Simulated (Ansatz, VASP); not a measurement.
# Two plane-wave programs on AlSn

Contents of INCAR:

```
ALGO = Normal
EDIFF = 1E-6
ENCUT = 500
GGA = PE
GGA_COMPAT = False
ISIF = 2
ISMEAR = 1
LASPH = True
LCHARG = False
LREAL = False
LWAVE = False
NBANDS = 16
NELM = 120
PREC = Accurate
SIGMA = 0.1
```

Contents of KPOINTS:

```
k-points
0
Gamma
  6 6 7
```

File POSCAR:

```
AlSn
1.0
    4.1981060000      0.0000000000      0.0000000000
   -2.0990530000      3.6356660000      0.0000000000
    0.0000000000      0.0000000000      3.3068470000
Al Sn
1 1
Direct
    0.0000000000      0.0000000000      0.0000000000
    0.3333333333      0.6666666667      0.5000000000
```

Input for Ansatz:

```yaml
crystal:
  lattice:
    - [4.198106, 0.0, 0.0]
    - [-2.099053, 3.635666, 0.0]
    - [0.0, 0.0, 3.306847]
  atoms:
    - { symbol: Al, position: [0.0, 0.0, 0.0] }
    - { symbol: Sn, position: [0.3333333333333333, 0.6666666666666666, 0.5] }
basis:
  ecutwfc: 525.0
kpoints:
  mp_grid:
    grid: [6, 6, 7]
scf:
  occupations:
    method: cold
output:
  forces: true
  stress: true
```

Alike in both runs: task single point; functional PBE; k mesh 6 × 6 × 7; no spin polarisation.

|  | VASP | Ansatz |
| --- | --- | --- |
| version | VASP 6.6.1 | Ansatz 0.2.0 |
| potentials or method | VASP PAW PBE potentials, release 64 (Al, Sn_d), cutoff 500 eV | plane waves, PAW |
| occupations | methfessel-paxton of order 1, width 0.1 eV | cold |
| valence electrons in the cell | 17 | 17 |

VASP gave:

```
pressure (GPa)                                                : -0.2
traceless stress, the component that is largest in VASP (GPa) : -2.88
```

Which values does Ansatz return?

Pressure (GPa): -0.2; traceless stress, the component that is largest in VASP (GPa): -2.87.
